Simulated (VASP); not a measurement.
# MgO (Fm-3m) in VASP: single point with PBE

Aim: the single point of MgO with PBE.

Program: VASP 6.6.1. These are calculated values, not measurements. Logs are shortened: lines on timing, memory, paths and dates and some standing lists are left out, and cuts for length are marked.

## 1. The cell of the first run

The structure is cubic, space group Fm-3m (No. 225). The conventional cell has a = 4.393 Å, b = 4.393 Å, c = 4.393 Å, α = 90.00°, β = 90.00°, γ = 90.00°. Within 2.9 Å of Mg (site symmetry m-3m) lie 6 O at 2.20 Å. Within 2.9 Å of O (site symmetry m-3m) lie 6 Mg at 2.20 Å.

## 2. Single point, PBE

Contents of INCAR:

```
PREC = Accurate ; ENCUT = 840
EDIFF = 1E-6 ; ISMEAR = -1
SIGMA = 0.1 ; LREAL = False
LASPH = True ; NELM = 120
ALGO = Normal ; ISIF = 2
LWAVE = False ; LCHARG = False
GGA = PE ; NBANDS = 15
GGA_COMPAT = False
```

Contents of KPOINTS:

```
regular mesh
0
Gamma
  10 10 10
```

Contents of POSCAR:

```
MgO
1.0
    0.0000000000      2.1966530000      2.1966530000
    2.1966530000      0.0000000000      2.1966530000
    2.1966530000      2.1966530000      0.0000000000
Mg O
1 1
Direct
    0.0000000000      0.0000000000      0.0000000000
    0.5000000000      0.5000000000      0.5000000000
```

Potentials or basis: VASP PAW PBE potentials, release 64 (Mg_sv, O).

Launch:

```bash
$ cat potpaw_PBE.64/Mg_sv/POTCAR potpaw_PBE.64/O/POTCAR > POTCAR
$ mpirun -np 1 vasp_std > vasp.out
```

OUTCAR:

```text
PREC = Accurate
   ENCUT = 840
   EDIFF = 1E-6
   ISMEAR = -1
   LREAL = False
   LASPH = True
   NELM = 120
   ISIF = 2
   GGA = PE

 ion  position               nearest neighbor table
   1  0.000  0.000  0.000-
   2  0.500  0.500  0.500-

  LATTYP: Found a face centered cubic cell.
 ALAT       =     4.3933060000

  Lattice vectors:

 A1 = (   0.0000000000,   2.1966530000,   2.1966530000)
 A2 = (   2.1966530000,   0.0000000000,   2.1966530000)
 A3 = (   2.1966530000,   2.1966530000,   0.0000000000)

Analysis of symmetry for initial positions (statically):
=====================================================================
 Subroutine PRICEL returns:
 Original cell was already a primitive cell.

 Routine SETGRP: Setting up the symmetry group for a
 face centered cubic supercell.

 Subroutine GETGRP returns: Found 48 space group operations
 (whereof 48 operations were pure point group operations)
 out of a pool of 48 trial point group operations.

The static configuration has the point symmetry O_h .

Analysis of symmetry for dynamics (positions and initial velocities):
=====================================================================
 Subroutine PRICEL returns:
 Original cell was already a primitive cell.

 Routine SETGRP: Setting up the symmetry group for a
 face centered cubic supercell.

 Subroutine GETGRP returns: Found 48 space group operations
 (whereof 48 operations were pure point group operations)
 out of a pool of 48 trial point group operations.

The dynamic configuration has the point symmetry O_h .

 Subroutine INISYM returns: Found 48 space group operations
 (whereof 48 operations are pure point group operations),
 and found     1 'primitive' translations

----------------------------------------------------------------------------------------

                                     Primitive cell

  volume of cell :      21.1990

  direct lattice vectors                    reciprocal lattice vectors
     0.000000000  2.196653000  2.196653000    -0.227619019  0.227619019  0.227619019
     2.196653000  0.000000000  2.196653000     0.227619019 -0.227619019  0.227619019
     2.196653000  2.196653000  0.000000000     0.227619019  0.227619019 -0.227619019

  length of vectors
     3.106536464  3.106536464  3.106536464     0.394247705  0.394247705  0.394247705

[... 87 lines left out ...]
   ISYM   =      2    0-nonsym 1-usesym 2-fastsym
   POTIM  = 0.5000    time-step for ionic-motion
   TEBEG  =    0.0;   TEEND  =   0.0 temperature during run
   PSTRESS=    0.0 pullay stress
   NELECT =      16.0000    total number of electrons
   NUPDOWN=      -1.0000    fix difference up-down
   EMIN   =  10.00;   EMAX   =-10.00  energy-range for DOS
   EFERMI =   0.00;   METHOD = LEGACY
   ISMEAR =    -1;   SIGMA  =   0.10  broadening in eV -4-tet -1-fermi 0-gaus
   EFERMI_NEDOS =   21; number of points for ismear=-14 and -15
   IALGO  =     38    algorithm
   IMIX   =      4    mixing-type and parameters
     AMIX     =   0.40;   BMIX     =  1.00
     AMIX_MAG =   1.60;   BMIX_MAG =  1.00
  volume/ion in A,a.u.               =      10.60        71.53
  Fermi-wavevector in a.u.,A,eV,Ry     =   1.490539  2.816710 30.228156  2.221707
  Thomas-Fermi vector in A             =   2.603308
   LORBIT       =      0    0 simple, 1 ext, 2 COOP (PROOUT), +10 PAW based schemes
   GGA     = PE    functional components
   LHFCALC =     F    Hartree Fock is set to
   AEXX    =    0.0000 exact exchange contribution
   IVDW    =     0    specifies the selected vdW correction
   LEPSILON=     F    determine dielectric tensor
   LRPA    =     F    only Hartree local field effects (RPA)
 non-spin polarized calculation
  energy-cutoff  :      840.00
  volume of cell :       21.20
 maximum number of plane-waves:      1211
 NGX is ok and might be reduce to    30
   NGX = 15   NGY = 15   NGZ = 15

 number of electron      16.0000008 magnetization

 Free energy of the ion-electron system (eV)
  ---------------------------------------------------
  ext. energy  EPLUGINS =         0.00000000
  ---------------------------------------------------
  free energy    TOTEN  =       -11.81204862 eV

  energy without entropy =      -11.81204861  energy(sigma->0) =      -11.81204861

 E-fermi :   4.0584     XC(G=0): -10.7721

 val. band max:        2.0671376356   @ k =   0.0000   0.0000   0.0000
 cond. band min:       5.6746866356   @ k =   0.0000   0.0000   0.0000
 fundamental gap:      3.6075489999
 Fermi energy:         4.0584267243

 k-point     1 :       0.0000    0.0000    0.0000
  band No.  band energies     occupation
      1     -70.6653      2.00000
      2     -37.4020      2.00000
      3     -37.4020      2.00000
      4     -37.4020      2.00000
      5     -14.5883      2.00000
      6       2.0671      2.00000
      7       2.0671      2.00000
      8       2.0671      2.00000
      9       5.6747      0.00000
     10      17.1499      0.00000
     11      17.1499      0.00000
     12      17.1499      0.00000
     13      20.7433      0.00000
     14      22.3850      0.00000
[... 401 lines left out ...]
      2     -37.4381      2.00000
      3     -37.4167      2.00000
      4     -37.4153      2.00000
      5     -13.6166      2.00000
      6      -1.1032      2.00000
      7       0.9419      2.00000
      8       1.1302      2.00000
      9      10.4222      0.00000
     10      11.8787      0.00000
     11      14.3992      0.00000
     12      18.6561      0.00000
     13      18.8440      0.00000
     14      25.4343      0.00000
     15      26.6298      0.00000

 [... further k-points ...]

------------------------ aborting loop because EDIFF is reached ----------------------------------------

  FORCE on cell =-STRESS in cart. coord.  units (eV):
  Direction    XX          YY          ZZ          XY          YZ          ZX
  --------------------------------------------------------------------------------------
  -------------------------------------------------------------------------------------
  Total       -1.5784448     -1.5784448     -1.5784448      0.0000000      0.0000000      0.0000000
  in kB     -119.2959294   -119.2959294   -119.2959294      0.0000000      0.0000000      0.0000000
  external PRESSURE =    -119.2959294 kB  Pullay stress =       0.0000000 kB

 VOLUME and BASIS-vectors are now :
 -----------------------------------------------------------------------------
  energy-cutoff  :      840.00
  volume of cell :       21.20
      direct lattice vectors                 reciprocal lattice vectors
     0.000000000  2.196653000  2.196653000    -0.227619019  0.227619019  0.227619019
     2.196653000  0.000000000  2.196653000     0.227619019 -0.227619019  0.227619019
     2.196653000  2.196653000  0.000000000     0.227619019  0.227619019 -0.227619019

 POSITION                                       TOTAL-FORCE (eV/Angst)
 -----------------------------------------------------------------------------------
      0.00000      0.00000      0.00000         0.000000      0.000000      0.000000
      2.19665      2.19665      2.19665         0.000000     -0.000000     -0.000000
 -----------------------------------------------------------------------------------
    total drift:                                0.000000      0.000000      0.000000

  FREE ENERGIE OF THE ION-ELECTRON SYSTEM (eV)
  ---------------------------------------------------
  free  energy   TOTEN  =       -11.8120486153 eV

  energy  without entropy=      -11.8120486146  energy(sigma->0) =      -11.81204861
```

Run time: 26 s. Hardware: 1 thread of Intel Xeon Platinum 8375C at 2.90GHz (Ice Lake), shared host; peak memory 0.18 GiB.

Results:

* Free energy: -11.8120 eV
* Pressure: -11.9 GPa
* Band gap on the k mesh: 3.61 eV

Caveat: the cell stands under tension.
